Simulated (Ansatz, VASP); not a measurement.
**Two plane-wave programs on C**

```xyz
4
Lattice="-1.7228 1.7228 3.8264 1.7228 -1.7228 3.8264 1.7228 1.7228 -3.8264" Properties=species:S:1:pos:R:3 pbc="T T T"
C     0.6887    1.7228    0.0000
C     0.0000    1.0341    3.8264
C     1.7228    0.6887    0.0000
C     1.0341    0.0000    3.8264
```

Alike in both runs: task relaxation of cell and atoms; functional PBE; k mesh 18 × 18 × 18; occupations gaussian, width 0.1 eV; no spin polarisation.

|  | VASP | Ansatz |
| --- | --- | --- |
| version | VASP 6.6.1 | Ansatz 0.2.0 |
| potentials or method | VASP PAW PBE potentials, release 64 (C), cutoff 600 eV | scalar-relativistic, plane waves, PAW |
| valence electrons in the cell | 16 | 16 |

```csv
,VASP,Ansatz,Ansatz less VASP
"gap on the k mesh at the Fermi level, each at its own relaxed structure (eV)",none,none,-
relaxed volume (Å³/atom),12.14,12.78,+0.643
relaxed cell length with the largest relative difference (Å),4.762,4.951,+0.1882
```

A gap of «none» marks a metal or a gap that the smearing closes. One of these differences is far larger than is usual between the two programs; its cause wasn't traced.
